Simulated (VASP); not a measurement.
# Ge (Imma) in VASP: notebook

Runs on Ge. Level: PBEsol. Tasks: single point.

Everything below comes from runs of VASP 6.6.1. Logs are shortened: lines on timing, memory, paths and dates and some standing lists are left out, and cuts for length are marked.

### 1 The cell of the first run

The structure is orthorhombic, space group Imma (No. 74). The conventional cell has a = 4.080 Å, b = 4.080 Å, c = 5.771 Å, α = 90.00°, β = 90.00°, γ = 90.00°. Within 3.2 Å of Ge (site symmetry mm2) lie 4 Ge at 2.43 to 2.57 Å.

### 2 Single point, PBEsol (atoms displaced along a vibrational mode, the cell strained)

Input file INCAR:

```
SYSTEM = Ge
ALGO = Normal
EDIFF = 1E-7
ENCUT = 520
GGA = PS
ISIF = 2
ISMEAR = 0
LASPH = .TRUE.
LCHARG = .TRUE.
LELF = .TRUE.
LREAL = .FALSE.
LVHAR = .TRUE.
LWAVE = .FALSE.
NBANDS = 21
NELM = 60
PREC = Accurate
SIGMA = 0.15
```

Input file KPOINTS:

```
k-points
0
G
  14 14 14
  0 0 0
```

Input file POSCAR:

```
Ge
1.0
    0.0000000000      2.8852539781      2.8852539781
    2.8852539781      0.0000000000      2.8852539781
    2.8852539781      2.8852539781      0.0000000000
Ge
2
Direct
    0.5098665837      0.4901334163      0.4901334163
    0.7401334163      0.7598665837      0.7598665837
```

Potentials or basis: VASP PAW PBE potentials, release 64 (Ge_d).

Started as:

```console
$ cat potpaw_PBE.64/Ge_d/POTCAR > POTCAR
$ mpirun -np 1 vasp_std > vasp.out
```

OUTCAR:

```text
SYSTEM = Ge
   EDIFF = 1E-7
   ENCUT = 520
   GGA = PS
   ISIF = 2
   ISMEAR = 0
   LASPH = .TRUE.
   LREAL = .FALSE.
   NELM = 60
   PREC = Accurate

 ion  position               nearest neighbor table
   1  0.510  0.490  0.490-   2 2.43   2 2.43   2 2.57   2 2.57
   2  0.740  0.760  0.760-   1 2.43   1 2.43   1 2.57   1 2.57

  LATTYP: Found a face centered cubic cell.
 ALAT       =     5.7705079562

  Lattice vectors:

 A1 = (   0.0000000000,   2.8852539781,   2.8852539781)
 A2 = (   2.8852539781,   0.0000000000,   2.8852539781)
 A3 = (   2.8852539781,   2.8852539781,   0.0000000000)

Analysis of symmetry for initial positions (statically):
=====================================================================
 Subroutine PRICEL returns:
 Original cell was already a primitive cell.

 Routine SETGRP: Setting up the symmetry group for a
 face centered cubic supercell.

 Subroutine GETGRP returns: Found  8 space group operations
 (whereof  4 operations were pure point group operations)
 out of a pool of 48 trial point group operations.

The static configuration has the point symmetry C_2v.
 The point group associated with its full space group is D_2h.

Analysis of symmetry for dynamics (positions and initial velocities):
=====================================================================
 Subroutine PRICEL returns:
 Original cell was already a primitive cell.

 Routine SETGRP: Setting up the symmetry group for a
 face centered cubic supercell.

 Subroutine GETGRP returns: Found  8 space group operations
 (whereof  4 operations were pure point group operations)
 out of a pool of 48 trial point group operations.

The dynamic configuration has the point symmetry C_2v.
 The point group associated with its full space group is D_2h.

 Subroutine INISYM returns: Found  8 space group operations
 (whereof  4 operations are pure point group operations),
 and found     1 'primitive' translations

----------------------------------------------------------------------------------------

                                     Primitive cell

  volume of cell :      48.0377

  direct lattice vectors                    reciprocal lattice vectors
     0.000000000  2.885253978  2.885253978    -0.173294969  0.173294969  0.173294969
     2.885253978  0.000000000  2.885253978     0.173294969 -0.173294969  0.173294969
     2.885253978  2.885253978  0.000000000     0.173294969  0.173294969 -0.173294969

  length of vectors
     4.080365307  4.080365307  4.080365307     0.300155692  0.300155692  0.300155692

  position of ions in fractional coordinates (direct lattice)
     0.509866584  0.490133416  0.490133416
     0.740133416  0.759866584  0.759866584

  ion indices of the primitive-cell ions
   primitive index   ion index
                 1           1
                 2           2

----------------------------------------------------------------------------------------

 KPOINTS: k-points

Automatic generation of k-mesh.
 Grid dimensions read from file:
 generate k-points for:   14   14   14

 Generating k-lattice:

  Cartesian coordinates                     Fractional coordinates (reciprocal lattice)
    -0.012378212  0.012378212  0.012378212     0.071428571  0.000000000  0.000000000
     0.012378212 -0.012378212  0.012378212     0.000000000  0.071428571  0.000000000
     0.012378212  0.012378212 -0.012378212     0.000000000  0.000000000  0.071428571

  Length of vectors
     0.021439692  0.021439692  0.021439692

  Shift w.r.t. Gamma in fractional coordinates (k-lattice)
     0.000000000  0.000000000  0.000000000

 Subroutine IBZKPT returns following result:
 ===========================================

 Found    428 irreducible k-points:

 Following reciprocal coordinates:
            Coordinates               Weight
  0.000000  0.000000  0.000000      1.000000
  0.071429  0.000000  0.000000      4.000000
  0.000000  0.071429  0.000000      4.000000
  0.142857  0.000000  0.000000      4.000000
  0.000000  0.142857  0.000000      4.000000
  0.214286  0.000000  0.000000      4.000000
[... 16 lines left out ...]
  0.000000  0.214286  0.071429      4.000000
  0.071429  0.000000  0.214286      8.000000
 [... further k-points ...]
   k-points           NKPTS =    428   k-points in BZ     NKDIM =    428   number of bands    NBANDS=     21
   number of dos      NEDOS =    301   number of ions     NIONS =      2
   total plane-waves  NPLWV =  27000
   dimension x,y,z NGX =    30 NGY =   30 NGZ =   30
   dimension x,y,z NGXF=    60 NGYF=   60 NGZF=   60
   ions per type =               2
   NGX,Y,Z   is equivalent  to a cutoff of  12.22, 12.22, 12.22 a.u.
   NGXF,Y,Z  is equivalent  to a cutoff of  24.45, 24.45, 24.45 a.u.
 SYSTEM =  Ge
   PREC   = accura    normal or accurate (medium, high low for compatibility)
   ISTART =      0    job   : 0-new  1-cont  2-samecut
   ICHARG =      2    charge: 1-file 2-atom 10-const
   ISPIN  =      1    spin polarized calculation?
   LNONCOLLINEAR =      F non collinear calculations
   LSORBIT =      F    spin-orbit coupling
   LASPH  =      T    aspherical Exc in radial PAW
   ENCUT  =  520.0 eV  38.22 Ry    6.18 a.u.   7.59  7.59  7.59*2*pi/ulx,y,z
   NELM   =     60;   NELMIN=  2; NELMDL= -5     # of ELM steps
   EDIFF  = 0.1E-06   stopping-criterion for ELM
   LREAL  =      F    real-space projection
   EDIFFG = 0.1E-05   stopping-criterion for IOM
   NSW    =      0    number of steps for IOM
   IBRION =     -1    ionic relax: 0-MD 1-quasi-New 2-CG
   NFREE  =      0    steps in history (QN), initial steepest desc. (CG)
   ISIF   =      2    stress and relaxation
   ISYM   =      2    0-nonsym 1-usesym 2-fastsym
   POTIM  = 0.5000    time-step for ionic-motion
   TEBEG  =    0.0;   TEEND  =   0.0 temperature during run
   PSTRESS=    0.0 pullay stress
   NELECT =      28.0000    total number of electrons
   NUPDOWN=      -1.0000    fix difference up-down
   EMIN   =  10.00;   EMAX   =-10.00  energy-range for DOS
   EFERMI =   0.00;   METHOD = LEGACY
   ISMEAR =     0;   SIGMA  =   0.15  broadening in eV -4-tet -1-fermi 0-gaus
   EFERMI_NEDOS =   21; number of points for ismear=-14 and -15
   IALGO  =     38    algorithm
   IMIX   =      4    mixing-type and parameters
     AMIX     =   0.40;   BMIX     =  1.00
     AMIX_MAG =   1.60;   BMIX_MAG =  1.00
  volume/ion in A,a.u.               =      24.02       162.09
  Fermi-wavevector in a.u.,A,eV,Ry     =   1.367519  2.584237 25.444378  1.870109
  Thomas-Fermi vector in A             =   2.493565
   LORBIT       =      0    0 simple, 1 ext, 2 COOP (PROOUT), +10 PAW based schemes
   GGA     = PS    functional components
   LHFCALC =     F    Hartree Fock is set to
   AEXX    =    0.0000 exact exchange contribution
   IVDW    =     0    specifies the selected vdW correction
   LEPSILON=     F    determine dielectric tensor
   LRPA    =     F    only Hartree local field effects (RPA)
 non-spin polarized calculation
 Gauss-broadening in eV      SIGMA  =   0.15
  energy-cutoff  :      520.00
  volume of cell :       48.04
 maximum number of plane-waves:      1311
   NGX = 15   NGY = 15   NGZ = 15

 number of electron      28.0000016 magnetization

 Free energy of the ion-electron system (eV)
  ---------------------------------------------------
  ext. energy  EPLUGINS =         0.00000000
  ---------------------------------------------------
  free energy    TOTEN  =        -9.79075754 eV

  energy without entropy =       -9.78974835  energy(sigma->0) =       -9.79025295

 E-fermi :   4.4023     XC(G=0):  -9.8538

 val. band max:        4.3597954927   @ k =   0.0714   0.0000   0.0000
 cond. band min:       4.4188242569   @ k =   0.0000  -0.1429   0.0714
 fundamental gap:      0.0590287643
 Fermi energy:         4.4022726043

 k-point     1 :       0.0000    0.0000    0.0000
  band No.  band energies     occupation
      1     -20.4200      2.00000
      2     -20.4075      2.00000
      3     -20.3791      2.00000
      4     -20.3713      2.00000
      5     -20.3674      2.00000
      6     -20.2004      2.00000
[... 13 lines left out ...]
     20      13.6147      0.00000
     21      13.6445      0.00000

 k-point     2 :       0.0714    0.0000    0.0000
  band No.  band energies     occupation
      1     -20.4216      2.00000
      2     -20.4083      2.00000
      3     -20.3785      2.00000
      4     -20.3690      2.00000
      5     -20.3647      2.00000
      6     -20.2013      2.00000
[... 13 lines left out ...]
     20      13.2014      0.00000
     21      13.2059      0.00000

 k-point     3 :       0.0000    0.0714    0.0000
  band No.  band energies     occupation
      1     -20.4223      2.00000
      2     -20.4092      2.00000
      3     -20.3862      2.00000
      4     -20.3629      2.00000
      5     -20.3629      2.00000
      6     -20.2035      2.00000
[... 13 lines left out ...]
     20      13.1040      0.00000
     21      13.1750      0.00000

 k-point     4 :       0.1429    0.0000    0.0000
  band No.  band energies     occupation
      1     -20.4253      2.00000
      2     -20.4102      2.00000
      3     -20.3762      2.00000
      4     -20.3634      2.00000
      5     -20.3585      2.00000
      6     -20.2040      2.00000
[... 13 lines left out ...]
     20      12.6839      0.00000
     21      12.7350      0.00000

 k-point     5 :       0.0000    0.1429    0.0000
  band No.  band energies     occupation
      1     -20.4283      2.00000
      2     -20.4120      2.00000
      3     -20.3943      2.00000
      4     -20.3532      2.00000
      5     -20.3515      2.00000
      6     -20.2101      2.00000
[... 13 lines left out ...]
     20      12.5661      0.00000
     21      12.6038      0.00000

 k-point     6 :       0.2143    0.0000    0.0000
  band No.  band energies     occupation
      1     -20.4293      2.00000
      2     -20.4119      2.00000
      3     -20.3722      2.00000
      4     -20.3567      2.00000
      5     -20.3510      2.00000
      6     -20.2091      2.00000
[... 13 lines left out ...]
     20      12.4621      0.00000
     21      12.6080      0.00000

 k-point     7 :       0.0000    0.2143    0.0000
  band No.  band energies     occupation
      1     -20.4351      2.00000
      2     -20.4146      2.00000
      3     -20.4002      2.00000
      4     -20.3430      2.00000
      5     -20.3413      2.00000
      6     -20.2169      2.00000
[... 13 lines left out ...]
     20      12.3648      0.00000
     21      12.3810      0.00000
[... 291 lines left out ...]
      1     -20.4270      2.00000
      2     -20.4135      2.00000
      3     -20.3936      2.00000
      4     -20.3563      2.00000
      5     -20.3483      2.00000
      6     -20.2161      2.00000
[... 13 lines left out ...]
     20      11.9079      0.00000
     21      13.3542      0.00000

 k-point    21 :       0.0714   -0.0714   -0.0714
  band No.  band energies     occupation
      1     -20.4241      2.00000
      2     -20.4109      2.00000
      3     -20.3818      2.00000
      4     -20.3648      2.00000
      5     -20.3542      2.00000
      6     -20.2069      2.00000
[... 13 lines left out ...]
     20      11.9952      0.00000
     21      13.4390      0.00000

 k-point    22 :       0.2143    0.0714    0.0000
  band No.  band energies     occupation
      1     -20.4308      2.00000
      2     -20.4119      2.00000
      3     -20.3763      2.00000
      4     -20.3553      2.00000
      5     -20.3479      2.00000
      6     -20.2193      2.00000
[... 13 lines left out ...]
     20      12.3334      0.00000
     21      13.2686      0.00000

 k-point    23 :       0.0000    0.2143    0.0714
  band No.  band energies     occupation
      1     -20.4345      2.00000
      2     -20.4089      2.00000
      3     -20.3940      2.00000
      4     -20.3510      2.00000
      5     -20.3424      2.00000
      6     -20.2165      2.00000
[... 13 lines left out ...]
     20      12.4750      0.00000
     21      13.0673      0.00000

 k-point    24 :       0.0714    0.0000    0.2143
  band No.  band energies     occupation
      1     -20.4323      2.00000
      2     -20.4180      2.00000
      3     -20.3998      2.00000
      4     -20.3466      2.00000
      5     -20.3367      2.00000
      6     -20.2251      2.00000
[... 13 lines left out ...]
     20      12.2515      0.00000
     21      13.0169      0.00000

 [... further k-points ...]
[... 5 lines left out ...]
  --------------------------------------------------------------------------------------
  -------------------------------------------------------------------------------------
  Total       -0.8689588     -0.7553557     -0.7553557      0.0000000     -0.7751182      0.0000000
  in kB      -28.9819525    -25.1930022    -25.1930022      0.0000000    -25.8521340      0.0000000
  external PRESSURE =     -26.4559856 kB  Pullay stress =       0.0000000 kB

 VOLUME and BASIS-vectors are now :
 -----------------------------------------------------------------------------
  energy-cutoff  :      520.00
  volume of cell :       48.04
      direct lattice vectors                 reciprocal lattice vectors
     0.000000000  2.885253978  2.885253978    -0.173294969  0.173294969  0.173294969
     2.885253978  0.000000000  2.885253978     0.173294969 -0.173294969  0.173294969
     2.885253978  2.885253978  0.000000000     0.173294969  0.173294969 -0.173294969

 POSITION                                       TOTAL-FORCE (eV/Angst)
 -----------------------------------------------------------------------------------
      2.82832      2.88525      2.88525         1.079687     -0.000000     -0.000000
      4.38482      4.32788      4.32788        -1.079687      0.000000      0.000000
 -----------------------------------------------------------------------------------
    total drift:                                0.000000      0.000000      0.000000

  FREE ENERGIE OF THE ION-ELECTRON SYSTEM (eV)
  ---------------------------------------------------
  free  energy   TOTEN  =        -9.7907575407 eV

  energy  without entropy=       -9.7897483545  energy(sigma->0) =       -9.79025295
```

Run time: 3.1 min. Hardware: 1 thread of Intel Xeon 6975P-C (Granite Rapids), shared host; peak memory 0.42 GiB.

Results:

```yaml
Free_energy: -9.7908 eV
Pressure: -2.6 GPa
Largest_force: 1.080 eV/Å
Band_gap_on_the_k_mesh: zero (bands 14 and 15 overlap by 0.61 eV)
```

Forces on the atoms (eV/Å):
```
Ge   1.080  0.000  0.000
Ge  -1.080  0.000  0.000
```

Levels at points of the mesh, in eV from the Fermi level:
```csv
k point,band 12,band 13,band 14,band 15,band 16,band 17
"(0.00, 0.00, 0.00)",-0.63,-0.61,-0.07,0.41,2.01,2.37
"(0.50, 0.00, 0.00)",-7.15,-1.74,-1.16,-0.33,3.11,3.88
"(0.00, 0.50, 0.00)",-7.80,-1.63,-1.12,0.02,3.27,4.04
"(0.50, 0.50, 0.00)",-8.81,-2.97,-2.97,0.62,0.62,8.93
"(0.00, 0.50, 0.50)",-8.39,-3.17,-2.84,0.31,0.95,8.67
```

Caveat: the cell differs from its parent crystal (atoms displaced along a vibrational mode, the cell strained); semilocal functionals underestimate gaps, and a narrow one can read as zero; the PAW data sets were made with another functional, which shifts forces and pressure a little.

### 3 Single point, PBEsol (atoms displaced along a vibrational mode, the cell strained)

Input file INCAR:

```
SYSTEM = Ge
PREC = Accurate ; ENCUT = 520
EDIFF = 1E-6 ; ISMEAR = 0
SIGMA = 0.15 ; LREAL = .False.
LASPH = .True. ; NELM = 80
ALGO = Normal ; ISIF = 2
LWAVE = .False. ; LCHARG = .False.
GGA = PS ; NBANDS = 21
```

Input file KPOINTS:

```
Automatic mesh
0
Gamma
  14 14 14
  0 0 0
```

Input file POSCAR:

```
Ge
1.0
    0.0000000000      2.9088082301      2.9088082301
    2.9088082301      0.0000000000      2.9088082301
    2.9088082301      2.9088082301      0.0000000000
Ge
2
Direct
    0.5049332919      0.4950667081      0.4950667081
    0.7450667081      0.7549332919      0.7549332919
```

Potentials or basis: VASP PAW PBE potentials, release 64 (Ge_d).

Started as:

```console
$ cat potpaw_PBE.64/Ge_d/POTCAR > POTCAR
$ mpirun -np 1 vasp_std > vasp.out
```

Wall time 1.8 min (1 thread of Intel Xeon 6975P-C (Granite Rapids), shared host); peak memory 0.44 GiB.

Results (log left out):

```
Free energy            : -9.8110 eV
Pressure               : -4.1 GPa
Largest force          : 0.508 eV/Å
Band gap on the k mesh : zero (bands 14 and 15 overlap by 0.34 eV)
```

Forces on the atoms (eV/Å):
```
Ge   0.508  0.000  0.000
Ge  -0.508  0.000  0.000
```

Stress tensor (GPa, compression positive):
```
-4.16  0.00  0.00
 0.00 -4.09 -1.13
 0.00 -1.13 -4.09
```

Levels at points of the mesh, in eV from the Fermi level:
```csv
k point,band 11,band 12,band 13,band 14,band 15,band 16,band 17,band 18
"(0.00, 0.00, 0.00)",-12.18,-0.73,-0.24,0.02,0.26,2.31,2.49,2.70
"(0.50, 0.00, 0.00)",-10.35,-7.10,-1.43,-1.15,-0.20,3.43,3.82,6.87
"(0.00, 0.50, 0.00)",-10.21,-7.43,-1.39,-1.13,-0.02,3.52,3.90,6.96
"(0.50, 0.50, 0.00)",-8.60,-8.60,-2.79,-2.79,0.77,0.77,8.83,8.83
"(0.00, 0.50, 0.50)",-8.79,-8.40,-2.88,-2.72,0.61,0.93,8.70,8.95
```

Caveat: the cell differs from its parent crystal (atoms displaced along a vibrational mode, the cell strained); the cell stands under tension; semilocal functionals underestimate gaps, and a narrow one can read as zero; the PAW data sets were made with another functional, which shifts forces and pressure a little.

### 4 Single point, PBEsol (atoms displaced along a vibrational mode, the cell strained)

Input file INCAR:

```
SYSTEM = Ge
  PREC = Accurate
  ENCUT = 520
  EDIFF = 1E-6
  ISMEAR = 0
  SIGMA = 0.15
  LREAL = .False.
  LASPH = .True.
  NELM = 80
  ALGO = Normal
  ISIF = 2
  LWAVE = .False.
  LCHARG = .True.
  GGA = PS
  LELF = .True.
  LVHAR = .True.
  NBANDS = 21
```

KPOINTS is that of step 3.

Input file POSCAR:

```
Ge
1.0
    0.0000000000      2.9088082301      2.9088082301
    2.9088082301      0.0000000000      2.9088082301
    2.9088082301      2.9088082301      0.0000000000
Ge
2
Direct
    0.5098665837      0.4901334163      0.4901334163
    0.7401334163      0.7598665837      0.7598665837
```

Started as:

```console
$ cat potpaw_PBE.64/Ge_d/POTCAR > POTCAR
$ mpirun -np 1 vasp_std > vasp.out
```

Wall time 1.9 min (1 thread of Intel Xeon 6975P-C (Granite Rapids), shared host); peak memory 0.44 GiB.

It converged, with:

| Item | Value |
| --- | --- |
| Free energy | -9.7670 eV |
| Pressure | -3.8 GPa |
| Largest force | 1.025 eV/Å |
| Band gap on the k mesh | zero (bands 14 and 15 overlap by 0.67 eV) |

Forces in eV/Å, atoms in the order of the input:
```
Ge   1.025  0.000  0.000
Ge  -1.025  0.000  0.000
```

Stress tensor (GPa, compression positive):
```
-4.06  0.00  0.00
 0.00 -3.73 -2.26
 0.00 -2.26 -3.73
```

Levels at points of the mesh, in eV from the Fermi level:
```tsv
k point	band 12	band 13	band 14	band 15	band 16	band 17
(0.00, 0.00, 0.00)	-0.82	-0.58	-0.05	0.43	2.03	2.37
(0.50, 0.00, 0.00)	-7.03	-1.69	-1.11	-0.38	3.11	3.88
(0.00, 0.50, 0.00)	-7.68	-1.57	-1.07	-0.02	3.28	4.05
(0.50, 0.50, 0.00)	-8.71	-2.86	-2.86	0.66	0.66	8.76
(0.00, 0.50, 0.50)	-8.29	-3.07	-2.74	0.35	1.00	8.49
```

Caveat: the cell differs from its parent crystal (atoms displaced along a vibrational mode, the cell strained); the cell stands under tension; semilocal functionals underestimate gaps, and a narrow one can read as zero; the PAW data sets were made with another functional, which shifts forces and pressure a little.

### 5 The runs side by side

| cell | gap on the mesh (eV) | pressure (GPa) | largest force (eV/Å) |
| --- | --- | --- | --- |
| a = 4.080 Å, angles 60.0°, 2 atoms, atomic positions A | none | -2.6 | 1.08 |
| a = 4.114 Å, angles 60.0°, 2 atoms, atomic positions B | none | -4.1 | 0.51 |
| a = 4.114 Å, angles 60.0°, 2 atoms, atomic positions A | none | -3.8 | 1.02 |

Alike in all rows: task single point; level PBEsol; potentials or basis VASP PAW PBE potentials, release 64 (Ge_d); no spin polarisation; k mesh 14 × 14 × 14; cutoff (eV) 520; smearing gaussian 0.15 eV.

Caveats: semilocal functionals underestimate gaps, and a narrow one can read as zero; the PAW data sets were made with another functional, which shifts forces and pressure a little; the cell stands under tension (at least some runs).

Total energies depend on the potentials used, so only differences within one code and one set of settings carry meaning.

The gap in the log of VASP goes by the Fermi energy; the results here count the filled bands.